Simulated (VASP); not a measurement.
# Si16S in VASP: single point with PBE

Aim: the single point of Si16S with PBE.

Everything below comes from runs of VASP 6.6.1. Logs are shortened: lines on timing, memory, paths and dates and some standing lists are left out, and cuts for length are marked.

### Step 1. The cell of the first run

The cell holds a slab with vacuum, 17 atoms: a = 7.735 Å, b = 7.735 Å, c = 19.612 Å, α = 90.00°, β = 90.00°, γ = 90.00°.

### Step 2. Single point, PBE, collinear spin

INCAR

```
SYSTEM = Si16S
PREC = Accurate
ENCUT = 400
EDIFF = 1E-6
ISMEAR = 0
SIGMA = 0.05
LREAL = .False.
LASPH = .True.
NELM = 200
ALGO = Normal
ISIF = 2
LWAVE = .False.
LCHARG = .False.
ISPIN = 2
MAGMOM = 0 0 0 0 0 0 0 0 0 0 0 0 0 0 0 0 2
LORBIT = 11
LDIPOL = .True.
IDIPOL = 3
DIPOL = 0.5 0.5 0.318
GGA = PE
NBANDS = 53
GGA_COMPAT = .False.
NELMDL = -8
```

KPOINTS

```
Automatic mesh
0
Gamma
  4 4 1
  0 0 0
```

POSCAR

```
Si16S
1.0
    7.7350714452      0.0000000000      0.0000000000
    0.0000000000      7.7350714452      0.0000000000
    0.0000000000      0.0000000000     19.6115149267
Si S
16 1
Direct
    0.0000000000      0.2500000000      0.2039618059
    0.0000000000      0.7500000000      0.2039618059
    0.5000000000      0.2500000000      0.2039618059
    0.5000000000      0.7500000000      0.2039618059
    0.0000000000      0.0000000000      0.2736851482
    0.0000000000      0.5000000000      0.2736851482
    0.5000000000      0.0000000000      0.2736851482
    0.5000000000      0.5000000000      0.2736851482
    0.2500000000      0.0000000000      0.3452315363
    0.2500000000      0.5000000000      0.3452315363
    0.7500000000      0.0000000000      0.3452315363
    0.7500000000      0.5000000000      0.3452315363
    0.2500000000      0.2500000000      0.4136098082
    0.2500000000      0.7500000000      0.4136098082
    0.7500000000      0.2500000000      0.4136098082
    0.7500000000      0.7500000000      0.4136098082
    0.4375000000      0.5000000000      0.4524538116
```

Potentials or basis: VASP PAW PBE potentials, release 64 (Si, S).

On the command line:

```console
$ cat potpaw_PBE.64/Si/POTCAR potpaw_PBE.64/S/POTCAR > POTCAR
$ mpirun -np 1 vasp_std > vasp.out
```

OUTCAR:

```text
SYSTEM = Si16S
   PREC = Accurate
   ENCUT = 400
   EDIFF = 1E-6
   ISMEAR = 0
   LREAL = .False.
   LASPH = .True.
   NELM = 200
   ISIF = 2
   ISPIN = 2
   LORBIT = 11
   GGA = PE
   NELMDL = -8

 ion  position               nearest neighbor table
   1  0.000  0.250  0.204-   5 2.37   6 2.37
   2  0.000  0.750  0.204-   5 2.37   6 2.37
   3  0.500  0.250  0.204-   7 2.37   8 2.37
   4  0.500  0.750  0.204-   7 2.37   8 2.37
   5  0.000  0.000  0.274-   1 2.37   2 2.37   9 2.39  11 2.39
   6  0.000  0.500  0.274-   1 2.37   2 2.37  10 2.39  12 2.39
   7  0.500  0.000  0.274-   3 2.37   4 2.37   9 2.39  11 2.39
   8  0.500  0.500  0.274-   3 2.37   4 2.37  10 2.39  12 2.39
   9  0.250  0.000  0.345-  13 2.35  14 2.35   5 2.39   7 2.39
  10  0.250  0.500  0.345-  13 2.35  14 2.35   6 2.39   8 2.39  17 2.55
  11  0.750  0.000  0.345-  15 2.35  16 2.35   5 2.39   7 2.39
  12  0.750  0.500  0.345-  15 2.35  16 2.35   6 2.39   8 2.39
  13  0.250  0.250  0.414-   9 2.35  10 2.35  17 2.53
  14  0.250  0.750  0.414-   9 2.35  10 2.35  17 2.53
  15  0.750  0.250  0.414-  11 2.35  12 2.35
  16  0.750  0.750  0.414-  11 2.35  12 2.35
  17  0.438  0.500  0.452-  13 2.53  14 2.53  10 2.55

  LATTYP: Found a simple tetragonal cell.
 ALAT       =     7.7350714452
 C/A-ratio  =     2.5354019114

  Lattice vectors:

 A1 = (   7.7350714452,   0.0000000000,   0.0000000000)
 A2 = (   0.0000000000,   7.7350714452,   0.0000000000)
 A3 = (   0.0000000000,   0.0000000000,  19.6115149267)

Analysis of symmetry for initial positions (statically):
=====================================================================
 Subroutine PRICEL returns:
 Original cell was already a primitive cell.

 Routine SETGRP: Setting up the symmetry group for a
 simple tetragonal supercell.

 Subroutine GETGRP returns: Found  2 space group operations
 (whereof  2 operations were pure point group operations)
 out of a pool of 16 trial point group operations.

The static configuration has the point symmetry C_1h.

Analysis of symmetry for dynamics (positions and initial velocities):
=====================================================================
 Subroutine PRICEL returns:
 Original cell was already a primitive cell.

 Routine SETGRP: Setting up the symmetry group for a
 simple tetragonal supercell.

 Subroutine GETGRP returns: Found  2 space group operations
 (whereof  2 operations were pure point group operations)
 out of a pool of 16 trial point group operations.

[... 176 lines left out ...]
  free energy    TOTEN  =       -76.36608215 eV

  energy without entropy =      -76.34868765  energy(sigma->0) =      -76.35738490

 E-fermi :  -2.0632     XC(G=0):  -3.6961

 val. band max:       -2.0746507858   @ k =   0.0000   0.0000   0.0000
 cond. band min:      -2.0617990848   @ k =   0.5000   0.2500   0.0000
 fundamental gap:      0.0128517010
 Fermi energy:        -2.0632470391

 spin component 1

 k-point     1 :       0.0000    0.0000    0.0000
  band No.  band energies     occupation
      1     -15.1751      1.00000
      2     -12.7569      1.00000
      3     -11.4993      1.00000
      4     -11.3608      1.00000
      5     -11.1841      1.00000
      6     -10.5856      1.00000
[... 439 lines left out ...]
     46       1.8758      0.00000
     47       1.9575      0.00000
 Fermi energy:        -2.0632470391

 spin component 2

 k-point     1 :       0.0000    0.0000    0.0000
  band No.  band energies     occupation
      1     -15.1546      1.00000
      2     -12.7474      1.00000
      3     -11.4903      1.00000
      4     -11.3530      1.00000
      5     -11.1676      1.00000
      6     -10.5740      1.00000
[... 439 lines left out ...]
     46       1.8961      0.00000
     47       1.9736      0.00000
 [bands above 47 left out]

------------------------ aborting loop because EDIFF is reached ----------------------------------------

 vacuum level on the upper side and lower side of the slab       (xc-potential included)        -0.145        -0.163

  FORCE on cell =-STRESS in cart. coord.  units (eV):
  Direction    XX          YY          ZZ          XY          YZ          ZX
  --------------------------------------------------------------------------------------
  -------------------------------------------------------------------------------------
  Total      -10.4420907     -8.3081300      0.8582968      0.0000000      0.0000000     -0.4145434
  in kB      -14.2579880    -11.3442050      1.1719478      0.0000000      0.0000000     -0.5660317
  external PRESSURE =      -8.1434150 kB  Pullay stress =       0.0000000 kB

 VOLUME and BASIS-vectors are now :
 -----------------------------------------------------------------------------
  energy-cutoff  :      400.00
  volume of cell :     1173.38
      direct lattice vectors                 reciprocal lattice vectors
     7.735071445  0.000000000  0.000000000     0.129281288  0.000000000  0.000000000
     0.000000000  7.735071445  0.000000000     0.000000000  0.129281288  0.000000000
     0.000000000  0.000000000 19.611514927     0.000000000  0.000000000  0.050990451

 POSITION                                       TOTAL-FORCE (eV/Angst)
 -----------------------------------------------------------------------------------
      0.00000      1.93377      4.00000         0.104487      0.095885      0.299272
      0.00000      5.80130      4.00000         0.104487     -0.095885      0.299272
      3.86754      1.93377      4.00000        -0.028198     -0.093506      0.147272
      3.86754      5.80130      4.00000        -0.028198      0.093506      0.147272
      0.00000      0.00000      5.36738         0.050366      0.000000     -0.047355
      0.00000      3.86754      5.36738        -0.463882      0.000000     -0.604031
[... 9 lines left out ...]
      5.80130      5.80130      8.11151         0.101961     -0.266634      0.176293
      3.38409      3.86754      8.87330        -0.262475      0.000000     -0.004112
 -----------------------------------------------------------------------------------
    total drift:                                0.000331      0.000000      0.000546

  FREE ENERGIE OF THE ION-ELECTRON SYSTEM (eV)
  ---------------------------------------------------
  free  energy   TOTEN  =       -76.3660821509 eV

  energy  without entropy=      -76.3486876488  energy(sigma->0) =      -76.35738490

 vacuum level on the upper side and lower side of the slab         3.079         3.054

 total charge

# of ion       s       p       d       tot
------------------------------------------
    1        0.866   0.709   0.000   1.575
    2        0.866   0.709   0.000   1.575
    3        0.865   0.711   0.000   1.576
    4        0.865   0.711   0.000   1.576
    5        0.776   0.877   0.000   1.652
    6        0.780   0.890   0.000   1.670
[... 9 lines left out ...]
   16        0.869   0.708   0.000   1.577
   17        1.391   2.186   0.000   3.577
--------------------------------------------------
tot         14.528  14.922   0.000  29.450

 magnetization (x)

# of ion       s       p       d       tot
------------------------------------------
    1        0.000  -0.001   0.000  -0.000
    2        0.000  -0.001   0.000  -0.000
    3        0.004   0.019   0.000   0.023
    4        0.004   0.019   0.000   0.023
    5        0.000   0.000   0.000   0.000
    6        0.000   0.005   0.000   0.005
[... 9 lines left out ...]
   16       -0.000  -0.000   0.000  -0.001
   17        0.001   0.017   0.000   0.017
--------------------------------------------------
tot          0.011   0.092   0.000   0.103
```

OSZICAR:

```text
N       E                     dE             d eps       ncg     rms          rms(c)
DAV:   1     0.315856662391E+03    0.31586E+03   -0.18398E+04  1908   0.756E+02
DAV:   2    -0.382988007267E+02   -0.35416E+03   -0.34364E+03  2718   0.155E+02
DAV:   3    -0.762533811087E+02   -0.37955E+02   -0.36948E+02  2352   0.491E+01
[... 29 lines left out ...]
DAV:  33    -0.763660761748E+02   -0.82297E-05   -0.92920E-07  1647   0.203E-03    0.438E-04
DAV:  34    -0.763660790013E+02   -0.28266E-05   -0.23304E-07  1414   0.129E-03    0.297E-04
DAV:  35    -0.763660803563E+02   -0.13549E-05   -0.13768E-07  1374   0.101E-03    0.218E-04
DAV:  36    -0.763660815888E+02   -0.12326E-05   -0.16485E-07  1463   0.947E-04    0.145E-04
DAV:  37    -0.763660821509E+02   -0.56213E-06   -0.70003E-08  1358   0.665E-04
   1 F= -.76366082E+02 E0= -.76357385E+02  d E =-.173945E-01  mag=     0.2512
```

stdout:

```text
POSCAR found type information on POSCAR SiS
 POSCAR found :  2 types and      17 ions
 scaLAPACK will be used
 -----------------------------------------------------------------------------
|                                                                             |
|                                                                             |
|     You have a (more or less) 'large supercell' and for larger cells it     |
|     might be more efficient to use real-space projection operators.         |
|     Therefore, try LREAL= Auto in the INCAR file.                           |
|     Mind: For very accurate calculation, you might also keep the            |
|     reciprocal projection scheme (i.e. LREAL=.FALSE.).                      |
|                                                                             |
 -----------------------------------------------------------------------------

 LDA part: xc-table for (Slater+PW92), standard interpolation
 POSCAR, INCAR and KPOINTS ok, starting setup
 FFT: planning ... GRIDC
 FFT: planning ... GRID_SOFT
 FFT: planning ... GRID
 WAVECAR not read
 entering main loop
```

Run time: 58 min. Hardware: 1 thread of Intel Xeon 8259CL, shared host; peak memory 1.2 GiB.

What came out:

| Property | Result |
| --- | --- |
| Free energy | -76.3661 eV |
| Largest force | 1.112 eV/Å |
| Net moment | 0.25 μB per cell |
| Site moments | Si -0.00, +0.02, +0.00, +0.01 (each value once); S +0.02 μB |
| Valence electrons inside the program's atomic spheres | Si 1.57, 1.58, 1.65, 1.67, 1.66 (each value once); S 3.58 |

Forces in eV/Å, atoms in the order of the input:
```
Si   0.104  0.096  0.299
Si   0.104 -0.096  0.299
Si  -0.028 -0.094  0.147
Si  -0.028  0.094  0.147
Si   0.050  0.000 -0.047
Si  -0.464  0.000 -0.604
Si   0.013  0.000 -0.201
Si  -0.107  0.000 -0.305
Si   0.685  0.000 -0.420
Si   0.235  0.000 -0.324
Si  -0.309  0.000 -0.059
Si   0.120  0.000 -0.246
Si  -0.159  0.989  0.482
Si  -0.159 -0.989  0.482
Si   0.102  0.267  0.176
Si   0.102 -0.267  0.176
S   -0.262  0.000 -0.004
```

Levels at points of the mesh, in eV from the Fermi level:
Spin up:
```tsv
k point	band 32	band 33	band 34	band 35	band 36	band 37	band 38	band 39
(0.00, 0.00, 0.00)	-0.73	-0.49	-0.40	-0.08	0.03	0.41	0.73	0.81
(0.50, 0.00, 0.00)	-0.58	-0.55	-0.37	-0.14	0.06	0.62	0.80	0.89
(0.00, 0.50, 0.00)	-0.52	-0.32	-0.12	-0.07	-0.05	-0.03	0.15	0.53
(0.50, 0.50, 0.00)	-0.35	-0.32	-0.07	-0.03	0.19	0.44	0.52	0.59
```
Spin down:
```csv
k point,band 31,band 32,band 33,band 34,band 35,band 36,band 37,band 38,band 39,band 40
"(0.00, 0.00, 0.00)",-0.79,-0.70,-0.48,-0.38,-0.01,0.03,0.43,0.76,0.83,1.33
"(0.50, 0.00, 0.00)",-0.67,-0.56,-0.53,-0.34,-0.09,0.08,0.63,0.83,0.90,0.99
"(0.00, 0.50, 0.00)",-0.60,-0.52,-0.29,-0.09,-0.05,-0.04,0.01,0.17,0.54,1.20
"(0.50, 0.50, 0.00)",-0.40,-0.32,-0.31,-0.02,0.01,0.21,0.45,0.54,0.60,0.85
```
